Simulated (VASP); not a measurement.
# MgO (Periclase): single point with r2SCAN

**Experimental background.**

“Electronic structure of alkaline earth and post-transition metal oxides”, 2009, arxiv:0908.1581 quotes, for a bulk crystal of MgO: band gap 7.83 eV.

Crystal: MgO (Periclase).

```
Mg O
1.0
     0.00000    2.10217    2.10217
     2.10217    0.00000    2.10217
     2.10217    2.10217    0.00000
Mg O
1 1
Cartesian
  0.0000 0.0000 0.0000
  2.1022 2.1022 2.1022
```

```json
{
  "Program": "VASP 6.6.1",
  "Task": "single point",
  "Functional": "r2SCAN",
  "Potentials or basis": "VASP PAW PBE potentials, release 64 (Mg, O)",
  "Cutoff": "520 eV",
  "k mesh": "10 × 10 × 10",
  "Occupations": "gaussian, width 0.01 eV",
  "Spin": "no spin polarisation"
}
```

```json
{"Pressure": "-1.1 GPa", "Band gap on the k mesh": "5.66 eV, direct"}
```

Levels at points of the mesh, in eV from the valence-band top:
| k point | band 2 | band 3 | band 4 | band 5 | band 6 | band 7 |
| --- | --- | --- | --- | --- | --- | --- |
| (0.00, 0.00, 0.00) | 0.00 | 0.00 | 0.00 | 5.66 | 16.87 | 16.87 |
| (0.50, 0.00, 0.00) | -4.64 | -0.68 | -0.68 | 8.84 | 13.87 | 17.48 |
| (0.50, 0.50, 0.00) | -4.12 | -1.38 | -1.38 | 10.04 | 11.12 | 14.35 |

Run time: 30 s on 1 thread of Intel(R) Xeon(R) 6975P-C (Granite Rapids) (shared host), peak memory 0.14 GiB.

Measured gap of MgO: 7.83 eV (quoted in “Electronic structure of alkaline earth and post-transition metal oxides”, 2009, arxiv:0908.1581). This calculation gives 5.66 eV (-2.17 eV). The value is that of r2SCAN, without temperature or zero-point motion.

Caveat: the PAW data sets were made with another functional, which shifts forces and pressure a little.
